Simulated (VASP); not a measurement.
Input of a VASP 6.6.1 run:

INCAR

```
PREC = Accurate ; ENCUT = 520
EDIFF = 1E-6 ; ISMEAR = -1
SIGMA = 0.1 ; LREAL = False
LASPH = True ; NELM = 60
ALGO = Normal ; ISIF = 2
LWAVE = False ; LCHARG = False
GGA = CA ; NBANDS = 35
```

File KPOINTS:

```
Automatic mesh
0
Gamma
  9 9 2
```

File POSCAR:

```
MgZn2
1.0
    2.9867640000      0.0000000000      0.0000000000
   -1.4933820000      2.5866134991      0.0000000000
    0.0000000000      0.0000000000     13.5264580000
Mg Zn
2 4
Direct
    0.6666670000      0.3333330000      0.2500000000
    0.3333330000      0.6666670000      0.7500000000
    0.3333330000      0.6666670000      0.4229910000
    0.3333330000      0.6666670000      0.0770090000
    0.6666670000      0.3333330000      0.9229910000
    0.6666670000      0.3333330000      0.5770090000
```

Potentials or basis: VASP PAW LDA potentials, release 64 (Mg, Zn).

Command:

```bash
$ cat potpaw_LDA.64/Mg/POTCAR potpaw_LDA.64/Zn/POTCAR > POTCAR
$ mpirun -np 1 vasp_std > vasp.out
```

(1) Estimate the band gap on the k mesh.

(2) What does it give for the pressure?

(3) Predict the largest force.

## Answers

(1) zero (bands 26 and 27 overlap by 2.78 eV).

(2) -6.0 GPa.

(3) 0.097 eV/Å.

Caveat: the cell stands under tension.
